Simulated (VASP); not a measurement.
# NbRu3C in VASP: further runs, part 2 of 2

VASP 6.6.1.

## 3. Single point, PBE

File INCAR:

```
PREC = Accurate
ENCUT = 520
EDIFF = 1E-6
ISMEAR = 0
SIGMA = 0.1
LREAL = F
LASPH = T
NELM = 80
ALGO = Normal
ISIF = 2
LWAVE = F
LCHARG = T
GGA = PE
LELF = T
LVHAR = T
NBANDS = 38
```

File KPOINTS:

```
Automatic mesh
0
Gamma
  10 10 10
```

File POSCAR:

```
NbRu3C
1.0
    4.0490046209      0.0000000000      0.0000000000
    0.0000000000      4.0490046209      0.0000000000
    0.0000000000      0.0000000000      4.0490046209
Nb Ru C
1 3 1
Direct
    0.5000000000      0.5000000000      0.5000000000
    0.0000000000      0.5000000000      0.0000000000
    0.0000000000      0.0000000000      0.5000000000
    0.5000000000      0.0000000000      0.0000000000
    0.0000000000      0.0000000000      0.0000000000
```

Potentials or basis: VASP PAW PBE potentials, release 64 (Nb_sv, Ru_pv, C).

Run with:

```bash
> cat potpaw_PBE.64/Nb_sv/POTCAR potpaw_PBE.64/Ru_pv/POTCAR potpaw_PBE.64/C/POTCAR > POTCAR
> mpirun -np 1 vasp_std > vasp.out
```

OUTCAR:

```text
PREC = Accurate
   ENCUT = 520
   EDIFF = 1E-6
   ISMEAR = 0
   LREAL = F
   LASPH = T
   NELM = 80
   ISIF = 2
   GGA = PE

 ion  position               nearest neighbor table
   1  0.500  0.500  0.500-   2 2.86   3 2.86   4 2.86   2 2.86   4 2.86   3 2.86   4 2.86   4 2.86
                             2 2.86   3 2.86   2 2.86   3 2.86
   2  0.000  0.500  0.000-   5 2.02   5 2.02   4 2.86   1 2.86   1 2.86   3 2.86   3 2.86   4 2.86
                             3 2.86   3 2.86   1 2.86   4 2.86   1 2.86   4 2.86
   3  0.000  0.000  0.500-   5 2.02   5 2.02   4 2.86   1 2.86   2 2.86   4 2.86   2 2.86   1 2.86
                             2 2.86   2 2.86   1 2.86   4 2.86   4 2.86   1 2.86
   4  0.500  0.000  0.000-   5 2.02   5 2.02   3 2.86   1 2.86   1 2.86   3 2.86   1 2.86   2 2.86
                             1 2.86   2 2.86   3 2.86   2 2.86   3 2.86   2 2.86
   5  0.000  0.000  0.000-   2 2.02   3 2.02   4 2.02   3 2.02   2 2.02   4 2.02

  LATTYP: Found a simple cubic cell.
 ALAT       =     4.0490046209

  Lattice vectors:

 A1 = (   4.0490046209,   0.0000000000,   0.0000000000)
 A2 = (   0.0000000000,   4.0490046209,   0.0000000000)
 A3 = (   0.0000000000,   0.0000000000,   4.0490046209)

Analysis of symmetry for initial positions (statically):
=====================================================================
 Subroutine PRICEL returns:
 Original cell was already a primitive cell.

 Routine SETGRP: Setting up the symmetry group for a
 simple cubic supercell.

 Subroutine GETGRP returns: Found 48 space group operations
 (whereof 48 operations were pure point group operations)
 out of a pool of 48 trial point group operations.

The static configuration has the point symmetry O_h .

Analysis of symmetry for dynamics (positions and initial velocities):
=====================================================================
 Subroutine PRICEL returns:
 Original cell was already a primitive cell.

 Routine SETGRP: Setting up the symmetry group for a
 simple cubic supercell.

 Subroutine GETGRP returns: Found 48 space group operations
 (whereof 48 operations were pure point group operations)
 out of a pool of 48 trial point group operations.

The dynamic configuration has the point symmetry O_h .

 Subroutine INISYM returns: Found 48 space group operations
 (whereof 48 operations are pure point group operations),
 and found     1 'primitive' translations

----------------------------------------------------------------------------------------

                                     Primitive cell

  volume of cell :      66.3812

  direct lattice vectors                    reciprocal lattice vectors
     4.049004621  0.000000000  0.000000000     0.246974280  0.000000000  0.000000000
     0.000000000  4.049004621  0.000000000     0.000000000  0.246974280  0.000000000
     0.000000000  0.000000000  4.049004621     0.000000000  0.000000000  0.246974280

  length of vectors
     4.049004621  4.049004621  4.049004621     0.246974280  0.246974280  0.246974280

  position of ions in fractional coordinates (direct lattice)
     0.500000000  0.500000000  0.500000000
     0.000000000  0.500000000  0.000000000
     0.000000000  0.000000000  0.500000000
     0.500000000  0.000000000  0.000000000
     0.000000000  0.000000000  0.000000000

  ion indices of the primitive-cell ions
   primitive index   ion index
                 1           1
                 2           2
                 3           3
                 4           4
                 5           5

----------------------------------------------------------------------------------------

 KPOINTS: Automatic mesh

Automatic generation of k-mesh.
 Grid dimensions read from file:
 generate k-points for:   10   10   10

 Generating k-lattice:

  Cartesian coordinates                     Fractional coordinates (reciprocal lattice)
     0.024697428  0.000000000  0.000000000     0.100000000  0.000000000  0.000000000
     0.000000000  0.024697428  0.000000000     0.000000000  0.100000000  0.000000000
     0.000000000  0.000000000  0.024697428     0.000000000  0.000000000  0.100000000

  Length of vectors
     0.024697428  0.024697428  0.024697428

  Shift w.r.t. Gamma in fractional coordinates (k-lattice)
     0.000000000  0.000000000  0.000000000

 Subroutine IBZKPT returns following result:
 ===========================================

 Found     56 irreducible k-points:

 Following reciprocal coordinates:
            Coordinates               Weight
  0.000000  0.000000  0.000000      1.000000
  0.100000  0.000000  0.000000      6.000000
  0.200000  0.000000  0.000000      6.000000
  0.300000  0.000000  0.000000      6.000000
  0.400000  0.000000  0.000000      6.000000
  0.500000  0.000000  0.000000      3.000000
[... 16 lines left out ...]
  0.200000  0.100000  0.100000     24.000000
  0.300000  0.100000  0.100000     24.000000
 [... further k-points ...]
   k-points           NKPTS =     56   k-points in BZ     NKDIM =     56   number of bands    NBANDS=     38
   number of dos      NEDOS =    301   number of ions     NIONS =      5
   total plane-waves  NPLWV =  27000
   dimension x,y,z NGX =    30 NGY =   30 NGZ =   30
   dimension x,y,z NGXF=    60 NGYF=   60 NGZF=   60
   ions per type =               1   3   1
   NGX,Y,Z   is equivalent  to a cutoff of  12.32, 12.32, 12.32 a.u.
   NGXF,Y,Z  is equivalent  to a cutoff of  24.64, 24.64, 24.64 a.u.
 SYSTEM =  unknown system
   PREC   = accura    normal or accurate (medium, high low for compatibility)
   ISTART =      0    job   : 0-new  1-cont  2-samecut
   ICHARG =      2    charge: 1-file 2-atom 10-const
   ISPIN  =      1    spin polarized calculation?
   LNONCOLLINEAR =      F non collinear calculations
   LSORBIT =      F    spin-orbit coupling
   LASPH  =      T    aspherical Exc in radial PAW
   ENCUT  =  520.0 eV  38.22 Ry    6.18 a.u.   7.53  7.53  7.53*2*pi/ulx,y,z
   NELM   =     80;   NELMIN=  2; NELMDL= -5     # of ELM steps
   EDIFF  = 0.1E-05   stopping-criterion for ELM
   LREAL  =      F    real-space projection
[... 7 lines left out ...]
   TEBEG  =    0.0;   TEEND  =   0.0 temperature during run
   PSTRESS=    0.0 pullay stress
   NELECT =      59.0000    total number of electrons
   NUPDOWN=      -1.0000    fix difference up-down
   EMIN   =  10.00;   EMAX   =-10.00  energy-range for DOS
   EFERMI =   0.00;   METHOD = LEGACY
   ISMEAR =     0;   SIGMA  =   0.10  broadening in eV -4-tet -1-fermi 0-gaus
   EFERMI_NEDOS =   21; number of points for ismear=-14 and -15
   IALGO  =     38    algorithm
   IMIX   =      4    mixing-type and parameters
     AMIX     =   0.40;   BMIX     =  1.00
     AMIX_MAG =   1.60;   BMIX_MAG =  1.00
  volume/ion in A,a.u.               =      13.28        89.59
  Fermi-wavevector in a.u.,A,eV,Ry     =   1.574021  2.974469 33.709013  2.477543
  Thomas-Fermi vector in A             =   2.675218
   LORBIT       =      0    0 simple, 1 ext, 2 COOP (PROOUT), +10 PAW based schemes
   GGA     = PE    functional components
   LHFCALC =     F    Hartree Fock is set to
   AEXX    =    0.0000 exact exchange contribution
   IVDW    =     0    specifies the selected vdW correction
   LEPSILON=     F    determine dielectric tensor
   LRPA    =     F    only Hartree local field effects (RPA)
 non-spin polarized calculation
 Gauss-broadening in eV      SIGMA  =   0.10
  energy-cutoff  :      520.00
  volume of cell :       66.38
 maximum number of plane-waves:      1808
   NGX = 15   NGY = 15   NGZ = 15

 number of electron      59.0000037 magnetization

 Free energy of the ion-electron system (eV)
  ---------------------------------------------------
  ext. energy  EPLUGINS =         0.00000000
  ---------------------------------------------------
  free energy    TOTEN  =       -47.34698995 eV

  energy without entropy =      -47.32710477  energy(sigma->0) =      -47.33704736

 E-fermi :  12.3311     XC(G=0): -13.4050

 val. band max:       12.3252001849   @ k =   0.4000   0.2000   0.2000
 cond. band min:      12.3425089820   @ k =   0.5000   0.5000   0.3000
 fundamental gap:      0.0173087972
 Fermi energy:        12.3311111145

 k-point     1 :       0.0000    0.0000    0.0000
  band No.  band energies     occupation
      1     -43.7459      2.00000
      2     -31.4198      2.00000
      3     -31.4198      2.00000
      4     -31.4198      2.00000
      5     -30.7529      2.00000
      6     -30.7529      2.00000
[... 30 lines left out ...]
     37      15.2663      0.00000
     38      17.5357      0.00000
[... 941 lines left out ...]
     37      14.7983      0.00000
     38      17.5373      0.00000

 [... further k-points ...]
[... 5 lines left out ...]
  --------------------------------------------------------------------------------------
  -------------------------------------------------------------------------------------
  Total       -0.0502245     -0.0502245     -0.0502245     -0.0000000      0.0000000     -0.0000000
  in kB       -1.2122208     -1.2122208     -1.2122208     -0.0000000      0.0000000     -0.0000000
  external PRESSURE =      -1.2122208 kB  Pullay stress =       0.0000000 kB

 VOLUME and BASIS-vectors are now :
 -----------------------------------------------------------------------------
  energy-cutoff  :      520.00
  volume of cell :       66.38
      direct lattice vectors                 reciprocal lattice vectors
     4.049004621  0.000000000  0.000000000     0.246974280  0.000000000  0.000000000
     0.000000000  4.049004621  0.000000000     0.000000000  0.246974280  0.000000000
     0.000000000  0.000000000  4.049004621     0.000000000  0.000000000  0.246974280

 POSITION                                       TOTAL-FORCE (eV/Angst)
 -----------------------------------------------------------------------------------
      2.02450      2.02450      2.02450         0.000000      0.000000      0.000000
      0.00000      2.02450      0.00000         0.000000      0.000000      0.000000
      0.00000      0.00000      2.02450         0.000000      0.000000      0.000000
      2.02450      0.00000      0.00000         0.000000      0.000000      0.000000
      0.00000      0.00000      0.00000         0.000000      0.000000      0.000000
 -----------------------------------------------------------------------------------
    total drift:                                0.000000     -0.000000      0.000000

  FREE ENERGIE OF THE ION-ELECTRON SYSTEM (eV)
  ---------------------------------------------------
  free  energy   TOTEN  =       -47.3469899514 eV

  energy  without entropy=      -47.3271047708  energy(sigma->0) =      -47.33704736
```

OSZICAR:

```text
N       E                     dE             d eps       ncg     rms          rms(c)
DAV:   1     0.710838007956E+03    0.71084E+03   -0.34956E+04  4264   0.168E+03
DAV:   2    -0.141254649566E+02   -0.72496E+03   -0.70583E+03  4566   0.567E+02
DAV:   3    -0.501162767316E+02   -0.35991E+02   -0.34512E+02  6698   0.114E+02
DAV:   4    -0.520514029629E+02   -0.19351E+01   -0.19139E+01  5812   0.216E+01
DAV:   5    -0.521149454673E+02   -0.63543E-01   -0.63463E-01  6232   0.391E+00    0.323E+01
DAV:   6    -0.476197069627E+02    0.44952E+01   -0.21406E+01  5660   0.259E+01    0.761E+00
DAV:   7    -0.473717103261E+02    0.24800E+00   -0.16555E+00  5406   0.662E+00    0.599E+00
DAV:   8    -0.473803139920E+02   -0.86037E-02   -0.47798E-01  6078   0.320E+00    0.229E+00
DAV:   9    -0.473596482988E+02    0.20666E-01   -0.24828E-01  5718   0.231E+00    0.139E+00
DAV:  10    -0.473485688025E+02    0.11079E-01   -0.82612E-02  5292   0.135E+00    0.606E-01
DAV:  11    -0.473469702113E+02    0.15986E-02   -0.87341E-03  5126   0.543E-01    0.702E-02
DAV:  12    -0.473469787880E+02   -0.85767E-05   -0.92539E-04  5632   0.161E-01    0.481E-02
DAV:  13    -0.473469909092E+02   -0.12121E-04   -0.46629E-05  5960   0.425E-02    0.172E-02
DAV:  14    -0.473469899514E+02    0.95776E-06   -0.76252E-06  5038   0.129E-02
   1 F= -.47346990E+02 E0= -.47337047E+02  d E =-.198852E-01
```

stdout:

```text
POSCAR found type information on POSCAR NbRuC
 POSCAR found :  3 types and       5 ions
 scaLAPACK will be used
 LDA part: xc-table for (Slater+PW92), standard interpolation
 POSCAR, INCAR and KPOINTS ok, starting setup
 FFT: planning ... GRIDC
 FFT: planning ... GRID_SOFT
 FFT: planning ... GRID
 WAVECAR not read
 entering main loop
```

Run time: 2.9 min. Hardware: 1 thread of Intel Xeon Platinum 8375C at 2.90GHz (Ice Lake), shared host; peak memory 0.25 GiB.

What came out:

```
Free energy : -47.3470 eV
Pressure    : -0.1 GPa
```

## 4. Single point, PBE, collinear spin, ferromagnetic start

File INCAR:

```
SYSTEM = NbRu3C
PREC     = Accurate       ! precision mode
ENCUT    = 520            ! plane-wave cutoff, eV
EDIFF    = 1E-6           ! SCF threshold, eV
ISMEAR   = 0              ! smearing method
SIGMA    = 0.1            ! smearing width, eV
LREAL    = .False.        ! projectors in reciprocal space
LASPH    = .True.         ! aspherical terms in the spheres
NELM     = 150            ! most SCF steps
ALGO     = Normal         ! electronic algorithm
ISIF     = 2              ! what is computed and relaxed
LWAVE    = .False.        ! write WAVECAR
LCHARG   = .False.        ! write CHGCAR
ISPIN    = 2              ! spin polarisation
MAGMOM   = 1 1 1 1 0      ! initial moments
LORBIT   = 11             ! projections on sites
LMAXMIX  = 4              ! l up to which the mixer works
GGA      = PE             ! functional
NBANDS   = 42             ! bands
```

File KPOINTS:

```
regular mesh
0
Gamma
  4 4 4
  0 0 0
```

POSCAR is that of step 3.

Potentials or basis: VASP PAW PBE potentials, release 64 (Nb_sv, Ru_pv, C).

Run with:

```bash
> cat potpaw_PBE.64/Nb_sv/POTCAR potpaw_PBE.64/Ru_pv/POTCAR potpaw_PBE.64/C/POTCAR > POTCAR
> mpirun -np 1 vasp_std > vasp.out
```

OUTCAR:

```text
SYSTEM = NbRu3C
   PREC = Accurate
   ENCUT = 520
   EDIFF = 1E-6
   ISMEAR = 0
   LREAL = .False.
   LASPH = .True.
   NELM = 150
   ISIF = 2
   ISPIN = 2
   LORBIT = 11
   GGA = PE

 ion  position               nearest neighbor table
   1  0.500  0.500  0.500-   2 2.86   3 2.86   4 2.86   2 2.86   4 2.86   3 2.86   4 2.86   4 2.86
                             2 2.86   3 2.86   2 2.86   3 2.86
   2  0.000  0.500  0.000-   5 2.02   5 2.02   4 2.86   1 2.86   1 2.86   3 2.86   3 2.86   4 2.86
                             3 2.86   3 2.86   1 2.86   4 2.86   1 2.86   4 2.86
   3  0.000  0.000  0.500-   5 2.02   5 2.02   4 2.86   1 2.86   2 2.86   4 2.86   2 2.86   1 2.86
[... 1106 lines left out ...]

 POSITION                                       TOTAL-FORCE (eV/Angst)
 -----------------------------------------------------------------------------------
      2.02450      2.02450      2.02450         0.000000      0.000000      0.000000
      0.00000      2.02450      0.00000         0.000000      0.000000      0.000000
      0.00000      0.00000      2.02450         0.000000      0.000000      0.000000
      2.02450      0.00000      0.00000         0.000000      0.000000      0.000000
      0.00000      0.00000      0.00000         0.000000      0.000000      0.000000
 -----------------------------------------------------------------------------------
    total drift:                                0.000000     -0.000000      0.000000

  FREE ENERGIE OF THE ION-ELECTRON SYSTEM (eV)
  ---------------------------------------------------
  free  energy   TOTEN  =       -47.3600205278 eV

  energy  without entropy=      -47.3386564822  energy(sigma->0) =      -47.34933850

 total charge

# of ion       s       p       d       tot
------------------------------------------
    1        2.200   6.013   2.248  10.461
    2        0.364   6.315   6.081  12.760
    3        0.364   6.315   6.081  12.760
    4        0.364   6.315   6.081  12.760
    5        0.893   1.548   0.000   2.440
--------------------------------------------------
tot          4.186  26.505  20.491  51.182

 magnetization (x)

# of ion       s       p       d       tot
------------------------------------------
    1        0.000  -0.000   0.000   0.000
    2        0.000  -0.000   0.000   0.000
    3        0.000  -0.000   0.000   0.000
    4        0.000  -0.000   0.000   0.000
    5        0.000  -0.000   0.000  -0.000
--------------------------------------------------
tot          0.000  -0.000   0.000   0.000
```

Wall time 1.7 min (1 thread of Intel Xeon Platinum 8375C at 2.90GHz (Ice Lake), shared host); peak memory 0.2 GiB.

What came out:

```yaml
Free_energy: -47.3600 eV
Pressure: -0.2 GPa
Net_moment: 0.00 μB per cell
Valence_electrons_inside_the_program's_atomic_spheres: Nb 10.46; Ru 12.76; C 2.44
```

Caveat: the k points lie up to 0.39 Å⁻¹ apart.

## 5. Relaxation of cell and atoms, PBE

File INCAR:

```
SYSTEM = NbRu3C
  PREC = Accurate
  ENCUT = 600
  EDIFF = 1E-7
  ISMEAR = 0
  SIGMA = 0.1
  LREAL = .False.
  LASPH = .True.
  NELM = 60
  ALGO = Normal
  ISIF = 3
  LWAVE = .False.
  LCHARG = .False.
  GGA = PE
  IBRION = 2
  NSW = 100
  EDIFFG = -0.01
```

File KPOINTS:

```
Automatic mesh
0
Gamma
  10 10 10
  0 0 0
```

POSCAR is that of step 4.

Run with:

```bash
> cat potpaw_PBE.64/Nb_sv/POTCAR potpaw_PBE.64/Ru_pv/POTCAR potpaw_PBE.64/C/POTCAR > POTCAR
> mpirun -np 1 vasp_std > vasp.out
```

It took 5.8 min on 1 thread of Intel Xeon Platinum 8375C at 2.90GHz (Ice Lake), shared host; peak memory 0.28 GiB.

It converged, with:

* Free energy: -47.3476 eV
* Relaxed volume: 13.27 Å³/atom
* Relaxed cell: a = 4.048 Å, b = 4.048 Å, c = 4.048 Å, α = 90.00°, β = 90.00°, γ = 90.00°
* Space group after relaxing (to 0.05 Å): Pm-3m (No. 221)
* Energy gained by relaxing: 0.0 meV/atom
* Ionic steps: 3
* Pressure after relaxing: 0.0 GPa

Final structure:
```yaml
crystal:
  lattice:
    - [4.04815, 0.00000, 0.00000]
    - [0.00000, 4.04815, 0.00000]
    - [0.00000, 0.00000, 4.04815]
  atoms:
    - { symbol: Nb, position: [0.50000, 0.50000, 0.50000] }
    - { symbol: Ru, position: [0.00000, 0.50000, 0.00000] }
    - { symbol: Ru, position: [0.00000, 0.00000, 0.50000] }
    - { symbol: Ru, position: [0.50000, 0.00000, 0.00000] }
    - { symbol: C, position: [0.00000, 0.00000, 0.00000] }
```

Levels at points of the mesh, in eV from the Fermi level:
| k point | band 27 | band 28 | band 29 | band 30 | band 31 | band 32 |
| --- | --- | --- | --- | --- | --- | --- |
| (0.00, 0.00, 0.00) | -1.41 | -1.41 | 0.61 | 0.66 | 0.66 | 0.66 |
| (0.50, 0.00, 0.00) | -1.44 | -1.44 | -0.77 | -0.32 | -0.32 | 0.54 |
| (0.50, 0.50, 0.00) | -2.43 | -1.65 | -1.29 | -0.96 | 0.35 | 0.35 |
| (0.50, 0.50, 0.50) | 0.20 | 0.20 | 0.20 | 0.41 | 0.41 | 0.41 |

## 6. Overview

| task | spin | cell | k mesh | cutoff (eV) | gap on the mesh (eV) | pressure (GPa) |
| --- | --- | --- | --- | --- | --- | --- |
| single point | off | a = 4.049 Å, 5 atoms | 6 × 6 × 6 | 520 | none | -0.1 |
| single point | off | a = 4.049 Å, 5 atoms | 10 × 10 × 10 | 520 | none | -0.1 |
| single point | collinear, ferromagnetic start | a = 4.049 Å, 5 atoms | 4 × 4 × 4 | 520 | none | -0.2 |
| relaxation of cell and atoms | off | relaxed from a = 4.049 Å, 5 atoms | 10 × 10 × 10 | 600 | none | 0.0 |

Alike in all rows: level PBE; potentials or basis VASP PAW PBE potentials, release 64 (Nb_sv, Ru_pv, C); smearing gaussian 0.1 eV.

Caveats: some runs use coarse meshes.

Total energies depend on the potentials used, so only differences within one code and one set of settings carry meaning.
